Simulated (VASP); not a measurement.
Set up this calculation in VASP 6.6.1, as the native input.

```yaml
Task: single point
Functional: PBE
Potentials_or_basis: VASP PAW PBE potentials, release 64 (Mo_sv)
Cutoff: 520 eV
k_mesh: 17 × 17 × 17
Occupations: fermi-dirac, width 0.05 eV
Spin: no spin polarisation
Dipole_correction: no
Further_INCAR_settings: ALGO = Normal; EDIFF = 1e-06; NBANDS = 21
```

The structure of Mo lies in POSCAR:

```
Mo
1.0
   -2.4281670186      2.4281670186      1.2720312152
    2.4281670186     -2.4281670186      1.2720312152
    2.4281670186      2.4281670186     -1.2720312152
Mo
2
Direct
   -0.3750000000     -0.1250000000     -0.2500000000
    0.3750000000      0.1250000000      0.2500000000
```

The input as run:

INCAR

```
SYSTEM = Mo
ALGO = Normal
EDIFF = 1E-6
ENCUT = 520
GGA = PE
ISIF = 2
ISMEAR = -1
LASPH = .True.
LCHARG = .True.
LELF = .True.
LREAL = .False.
LVHAR = .True.
LWAVE = .False.
NBANDS = 21
NELM = 100
PREC = Accurate
SIGMA = 0.05
```

KPOINTS

```
k-points
0
Gamma
  17 17 17
  0 0 0
```

Potentials or basis: VASP PAW PBE potentials, release 64 (Mo_sv).

The run is started by

```bash
$ cat potpaw_PBE.64/Mo_sv/POTCAR > POTCAR
$ mpirun -np 1 vasp_std > vasp.out
```

It gave:

The pressure is 31.9 GPa and the band gap on the k mesh is zero (bands 14 and 15 overlap by 3.26 eV).

Caveat: the cell stands under pressure.

Run time: 87 s on 1 thread of Intel(R) Xeon(R) 6975P-C (Granite Rapids), with other jobs on the host, peak memory 0.31 GiB.
